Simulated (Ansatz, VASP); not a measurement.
# One calculation of MgO, two programs

```
Mg O
1.0
     0.00000    2.12685    2.12685
     2.12685    0.00000    2.12685
     2.12685    2.12685    0.00000
Mg O
1 1
Cartesian
  0.0000 0.0000 0.0000
  2.1269 2.1269 2.1269
```

Alike in both runs: task single point; functional r2SCAN; k mesh 10 × 10 × 10; occupations gaussian, width 0.02 eV; no spin polarisation.

|  | VASP | Ansatz |
| --- | --- | --- |
| version | VASP 6.6.1 | Ansatz 0.2.0 |
| potentials or method | VASP PAW PBE potentials, release 64 (Mg, O), cutoff 660 eV | scalar-relativistic, plane waves, PAW |
| valence electrons in the cell | 8 | 16 |

|  | VASP | Ansatz | Ansatz less VASP |
| --- | --- | --- | --- |
| gap on the k mesh at the Fermi level (eV) | 5.31 | 5.34 | +0.021 |
| least direct gap on the mesh (eV) | 5.31 | 5.34 | +0.021 |
| pressure (GPa) | -6.8 | -5.4 | +1.41 |

VASP's potentials were made for PBE, not for r2SCAN. VASP's potentials hold 8 valence electrons a cell and Ansatz's 16, so a difference there can come from the potentials and not from the codes.
